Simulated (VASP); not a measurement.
Crystal: MoRu2.

```
Mo Ru
1.0
     0.00000    2.76639    2.76639
     2.76639    0.00000    2.76639
     2.76639    2.76639    0.00000
Mo Ru
1 2
Direct
  0.00000 0.00000 0.00000
  0.75000 0.75000 0.75000
  0.25000 0.25000 0.25000
```

| Property | Result |
| --- | --- |
| Program | VASP 6.6.1 |
| Task | relaxation of cell and atoms |
| Functional | PBE |
| Potentials or basis | VASP PAW PBE potentials, release 64 (Mo_sv, Ru_pv) |
| Cutoff | 600 eV |
| k mesh | 6 × 6 × 6 |
| Occupations | gaussian, width 0.1 eV |
| Spin | no spin polarisation |

At the start: pressure 60.1 GPa; volume 14.11 Å³/atom.

Problem. Where does the relaxation end?

Solution. Over 5 steps the energy falls by 449.7 meV/atom and the volume is 16.95 Å³/atom (+20.1 %); space group Fm-3m (No. 225, to 0.05 Å).

The path:
```tsv
step	energy change (eV)	largest force (eV/Å)	pressure (GPa)	volume (Å³)
1	0.0000	0.0000	60.13	42.34
2	4.2593	0.0000	-33.62	83.80
3	-1.2475	0.0000	-7.14	52.77
4	-1.3463	0.0000	-1.97	51.34
5	-1.3492	0.0000	0.10	50.84
```

Final structure:
```
CELL_PARAMETERS angstrom
0.00000 2.94033 2.94033
2.94033 0.00000 2.94033
2.94033 2.94033 0.00000
ATOMIC_POSITIONS crystal
Mo 0.00000 0.00000 0.00000
Ru 0.75000 0.75000 0.75000
Ru 0.25000 0.25000 0.25000
```

Caveat: the volume moved by over 15 % at a fixed basis, so the end points are rough.
